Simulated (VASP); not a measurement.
# MoS2 (P6_3/mmc) in VASP: further runs, part 2 of 2

VASP 6.6.1. Earlier steps stand in the parts before.

## (3) Single point, PBE

INCAR reads:

```
SYSTEM = MoS2
PREC     = Accurate       ! precision mode
ENCUT    = 520            ! plane-wave cutoff, eV
EDIFF    = 1E-7           ! SCF threshold, eV
ISMEAR   = 0              ! smearing method
SIGMA    = 0.1            ! smearing width, eV
LREAL    = .FALSE.        ! projectors in reciprocal space
LASPH    = .TRUE.         ! aspherical terms in the spheres
NELM     = 80             ! most SCF steps
ALGO     = Normal         ! electronic algorithm
ISIF     = 2              ! what is computed and relaxed
LWAVE    = .FALSE.        ! write WAVECAR
LCHARG   = .FALSE.        ! write CHGCAR
GGA      = PE             ! functional
NBANDS   = 35             ! bands
```

KPOINTS reads:

```
regular mesh
0
G
  6 6 2
  0 0 0
```

POSCAR reads:

```
MoS2
1.0
    3.1922379100      0.0000000000      0.0000000000
   -1.5961189600      2.7645591300      0.0000000000
    0.0000000000      0.0000000000     13.3782940000
Mo S
2 4
Direct
    0.6666666700      0.3333333300      0.2500000000
    0.3333333300      0.6666666700      0.7500000000
    0.6666666700      0.3333333300      0.6330820000
    0.3333333300      0.6666666700      0.3669180000
    0.6666666700      0.3333333300      0.8669180000
    0.3333333300      0.6666666700      0.1330820000
```

Potentials or basis: VASP PAW PBE potentials, release 64 (Mo_sv, S).

Command:

```sh
$ cat potpaw_PBE.64/Mo_sv/POTCAR potpaw_PBE.64/S/POTCAR > POTCAR
$ mpirun -np 1 vasp_std > vasp.out
```

OUTCAR:

```text
SYSTEM = MoS2
   PREC = Accurate
   ENCUT = 520
   EDIFF = 1E-7
   ISMEAR = 0
   LREAL = .FALSE.
   LASPH = .TRUE.
   NELM = 80
   ISIF = 2
   GGA = PE

 ion  position               nearest neighbor table
   1  0.667  0.333  0.250-   4 2.42   6 2.42   4 2.42   6 2.42   4 2.42   6 2.42
   2  0.333  0.667  0.750-   3 2.42   5 2.42   3 2.42   5 2.42   3 2.42   5 2.42
   3  0.667  0.333  0.633-   2 2.42   2 2.42   2 2.42
   4  0.333  0.667  0.367-   1 2.42   1 2.42   1 2.42
   5  0.667  0.333  0.867-   2 2.42   2 2.42   2 2.42
   6  0.333  0.667  0.133-   1 2.42   1 2.42   1 2.42

  LATTYP: Found a hexagonal cell.
 ALAT       =     3.1922379100
 C/A-ratio  =     4.1908825022

  Lattice vectors:

 A1 = (   3.1922379100,   0.0000000000,   0.0000000000)
 A2 = (  -1.5961189600,   2.7645591300,   0.0000000000)
 A3 = (   0.0000000000,   0.0000000000,  13.3782940000)

Analysis of symmetry for initial positions (statically):
=====================================================================
 Subroutine PRICEL returns:
 Original cell was already a primitive cell.

 Routine SETGRP: Setting up the symmetry group for a
 hexagonal supercell.

 Subroutine GETGRP returns: Found 24 space group operations
 (whereof 12 operations were pure point group operations)
 out of a pool of 24 trial point group operations.

The static configuration has the point symmetry D_3d.
 The point group associated with its full space group is D_6h.

Analysis of symmetry for dynamics (positions and initial velocities):
=====================================================================
 Subroutine PRICEL returns:
 Original cell was already a primitive cell.

 Routine SETGRP: Setting up the symmetry group for a
 hexagonal supercell.

 Subroutine GETGRP returns: Found 24 space group operations
 (whereof 12 operations were pure point group operations)
 out of a pool of 24 trial point group operations.

The dynamic configuration has the point symmetry D_3d.
 The point group associated with its full space group is D_6h.

 Subroutine INISYM returns: Found 24 space group operations
 (whereof 12 operations are pure point group operations),
 and found     1 'primitive' translations

----------------------------------------------------------------------------------------

                                     Primitive cell

  volume of cell :     118.0652

  direct lattice vectors                    reciprocal lattice vectors
     3.192237910  0.000000000  0.000000000     0.313259860  0.180860665  0.000000000
    -1.596118960  2.764559130  0.000000000     0.000000000  0.361721328  0.000000000
     0.000000000  0.000000000 13.378294000     0.000000000  0.000000000  0.074747946

  length of vectors
     3.192237910  3.192237917 13.378294000     0.361721329  0.361721328  0.074747946

  position of ions in fractional coordinates (direct lattice)
     0.666666670  0.333333330  0.250000000
     0.333333330  0.666666670  0.750000000
     0.666666670  0.333333330  0.633082000
     0.333333330  0.666666670  0.366918000
     0.666666670  0.333333330  0.866918000
[... 34 lines left out ...]

 Found     14 irreducible k-points:

 Following reciprocal coordinates:
            Coordinates               Weight
  0.000000  0.000000  0.000000      1.000000
  0.166667  0.000000  0.000000      6.000000
  0.333333  0.000000  0.000000      6.000000
  0.500000  0.000000  0.000000      3.000000
  0.166667  0.166667  0.000000      6.000000
  0.333333  0.166667  0.000000     12.000000
  0.333333  0.333333  0.000000      2.000000
  0.000000  0.000000  0.500000      1.000000
  0.166667  0.000000  0.500000      6.000000
  0.333333  0.000000  0.500000      6.000000
  0.500000  0.000000  0.500000      3.000000
  0.166667  0.166667  0.500000      6.000000
  0.333333  0.166667  0.500000     12.000000
  0.333333  0.333333  0.500000      2.000000
   k-points           NKPTS =     14   k-points in BZ     NKDIM =     14   number of bands    NBANDS=     35
   number of dos      NEDOS =    301   number of ions     NIONS =      6
   total plane-waves  NPLWV =  57600
   dimension x,y,z NGX =    24 NGY =   24 NGZ =  100
   dimension x,y,z NGXF=    48 NGYF=   48 NGZF=  200
   ions per type =               2   4
   NGX,Y,Z   is equivalent  to a cutoff of  12.50, 12.50, 12.43 a.u.
   NGXF,Y,Z  is equivalent  to a cutoff of  25.00, 25.00, 24.85 a.u.
 SYSTEM =  MoS2
   PREC   = accura    normal or accurate (medium, high low for compatibility)
   ISTART =      0    job   : 0-new  1-cont  2-samecut
   ICHARG =      2    charge: 1-file 2-atom 10-const
   ISPIN  =      1    spin polarized calculation?
   LNONCOLLINEAR =      F non collinear calculations
   LSORBIT =      F    spin-orbit coupling
   LASPH  =      T    aspherical Exc in radial PAW
   ENCUT  =  520.0 eV  38.22 Ry    6.18 a.u.   5.94  5.94 24.87*2*pi/ulx,y,z
   NELM   =     80;   NELMIN=  2; NELMDL= -5     # of ELM steps
   EDIFF  = 0.1E-06   stopping-criterion for ELM
   LREAL  =      F    real-space projection
   EDIFFG = 0.1E-05   stopping-criterion for IOM
   NSW    =      0    number of steps for IOM
   IBRION =     -1    ionic relax: 0-MD 1-quasi-New 2-CG
   NFREE  =      0    steps in history (QN), initial steepest desc. (CG)
   ISIF   =      2    stress and relaxation
   ISYM   =      2    0-nonsym 1-usesym 2-fastsym
   POTIM  = 0.5000    time-step for ionic-motion
   TEBEG  =    0.0;   TEEND  =   0.0 temperature during run
   PSTRESS=    0.0 pullay stress
   NELECT =      52.0000    total number of electrons
   NUPDOWN=      -1.0000    fix difference up-down
   EMIN   =  10.00;   EMAX   =-10.00  energy-range for DOS
[... 5 lines left out ...]
     AMIX     =   0.40;   BMIX     =  1.00
     AMIX_MAG =   1.60;   BMIX_MAG =  1.00
  volume/ion in A,a.u.               =      19.68       132.79
  Fermi-wavevector in a.u.,A,eV,Ry     =   1.245571  2.353789 21.108736  1.551448
  Thomas-Fermi vector in A             =   2.379788
   LORBIT       =      0    0 simple, 1 ext, 2 COOP (PROOUT), +10 PAW based schemes
   GGA     = PE    functional components
   LHFCALC =     F    Hartree Fock is set to
   AEXX    =    0.0000 exact exchange contribution
   IVDW    =     0    specifies the selected vdW correction
   LEPSILON=     F    determine dielectric tensor
   LRPA    =     F    only Hartree local field effects (RPA)
 non-spin polarized calculation
 Gauss-broadening in eV      SIGMA  =   0.10
  energy-cutoff  :      520.00
  volume of cell :      118.07
 maximum number of plane-waves:      3204
 NGX is ok and might be reduce to    24
   NGX = 11   NGY = 11   NGZ = 49

 number of electron      52.0000003 magnetization

 Free energy of the ion-electron system (eV)
  ---------------------------------------------------
  ext. energy  EPLUGINS =         0.00000000
  ---------------------------------------------------
  free energy    TOTEN  =       -43.69823370 eV

  energy without entropy =      -43.69823370  energy(sigma->0) =      -43.69823370

 E-fermi :   6.6452     XC(G=0): -10.1548

 val. band max:        6.0762961950   @ k =   0.0000   0.0000   0.0000
 cond. band min:       7.2988950249   @ k =   0.3333   0.3333   0.0000
 fundamental gap:      1.2225988300
 Fermi energy:         6.6451508523

 k-point     1 :       0.0000    0.0000    0.0000
  band No.  band energies     occupation
      1     -55.2219      2.00000
      2     -55.2219      2.00000
      3     -29.3562      2.00000
      4     -29.3562      2.00000
      5     -29.1585      2.00000
      6     -29.1585      2.00000
[... 521 lines left out ...]
     34      10.4347      0.00000
     35      12.8765      0.00000

------------------------ aborting loop because EDIFF is reached ----------------------------------------

  FORCE on cell =-STRESS in cart. coord.  units (eV):
  Direction    XX          YY          ZZ          XY          YZ          ZX
  --------------------------------------------------------------------------------------
  -------------------------------------------------------------------------------------
  Total       -0.5658856     -0.5658856     -0.2970902      0.0000000      0.0000000     -0.0000000
  in kB       -7.6792240     -7.6792240     -4.0315966      0.0000000      0.0000000     -0.0000000
  external PRESSURE =      -6.4633482 kB  Pullay stress =       0.0000000 kB

 VOLUME and BASIS-vectors are now :
 -----------------------------------------------------------------------------
  energy-cutoff  :      520.00
  volume of cell :      118.07
      direct lattice vectors                 reciprocal lattice vectors
     3.192237910  0.000000000  0.000000000     0.313259860  0.180860665  0.000000000
    -1.596118960  2.764559130  0.000000000     0.000000000  0.361721328  0.000000000
     0.000000000  0.000000000 13.378294000     0.000000000  0.000000000  0.074747946

 POSITION                                       TOTAL-FORCE (eV/Angst)
 -----------------------------------------------------------------------------------
      1.59612      0.92152      3.34457        -0.000000     -0.000000      0.000000
     -0.00000      1.84304     10.03372         0.000000     -0.000000      0.000000
      1.59612      0.92152      8.46956         0.000000      0.000000      0.099907
     -0.00000      1.84304      4.90874        -0.000000     -0.000000     -0.099907
      1.59612      0.92152     11.59788         0.000000      0.000000     -0.099907
     -0.00000      1.84304      1.78041        -0.000000     -0.000000      0.099907
 -----------------------------------------------------------------------------------
    total drift:                               -0.000014      0.000008     -0.000000

  FREE ENERGIE OF THE ION-ELECTRON SYSTEM (eV)
  ---------------------------------------------------
  free  energy   TOTEN  =       -43.6982336995 eV

  energy  without entropy=      -43.6982336995  energy(sigma->0) =      -43.69823370
```

Run time: 94 s. Hardware: 1 thread of Intel Xeon 8259CL, shared host; peak memory 0.24 GiB.

What came out:

| Quantity | Value |
| --- | --- |
| Free energy | -43.6982 eV |
| Pressure | -0.6 GPa |
| Largest force | 0.100 eV/Å |
| Band gap on the k mesh | 1.22 eV, indirect (least direct gap 1.63 eV) |

Forces in eV/Å, atoms in the order of the input:
```
Mo   0.000  0.000  0.000
Mo   0.000  0.000  0.000
S    0.000  0.000  0.100
S    0.000  0.000 -0.100
S    0.000  0.000 -0.100
S    0.000  0.000  0.100
```

Stress tensor (GPa, compression positive):
```
-0.77  0.00  0.00
 0.00 -0.77  0.00
 0.00  0.00 -0.40
```

Levels at points of the mesh, in eV from the valence-band top:
| k point | band 23 | band 24 | band 25 | band 26 | band 27 | band 28 | band 29 | band 30 |
| --- | --- | --- | --- | --- | --- | --- | --- | --- |
| (0.00, 0.00, 0.00) | -1.92 | -1.47 | -0.73 | 0.00 | 2.31 | 2.31 | 2.32 | 2.32 |
| (0.50, 0.00, 0.00) | -1.44 | -1.38 | -1.07 | -1.03 | 1.79 | 1.80 | 2.23 | 2.37 |
| (0.00, 0.00, 0.50) | -1.92 | -1.92 | -0.24 | -0.24 | 2.31 | 2.31 | 2.31 | 2.31 |
| (0.50, 0.00, 0.50) | -1.41 | -1.41 | -1.05 | -1.05 | 1.80 | 1.80 | 2.30 | 2.30 |

Caveat: this functional lacks dispersion, which binds the layers, so the pressure and a relaxed spacing across them are unreliable. A k mesh can miss the band edges.
